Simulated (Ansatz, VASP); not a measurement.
# Two plane-wave programs on Ta

```
Ta
1.0
     0.00000    3.01169    3.01169
     3.01169    0.00000    3.01169
     3.01169    3.01169    0.00000
Ta
2
Cartesian
  0.7529 0.7529 0.7529
  5.2705 5.2705 5.2705
```

Alike in both runs: task single point; functional PBE; k mesh 10 × 10 × 10; occupations fermi-dirac, width 0.1 eV; no spin polarisation.

```csv
,VASP,Ansatz
version,VASP 6.6.1,Ansatz 0.2.0
potentials or method,"VASP PAW PBE potentials, release 64 (Ta_pv), cutoff 520 eV","plane waves (420 eV) with PAW, scalar-relativistic"
valence electrons in the cell,22,26
```

|  | VASP | Ansatz | Ansatz less VASP |
| --- | --- | --- | --- |
| pressure (GPa) | 3.1 | 3.0 | -0.09 |

The functional is the same, so the differences come from potentials, cutoffs and numerics. VASP's potentials hold 22 valence electrons a cell and Ansatz's 26, so a difference there can come from the potentials and not from the codes.

Spin-orbit coupling is off throughout.
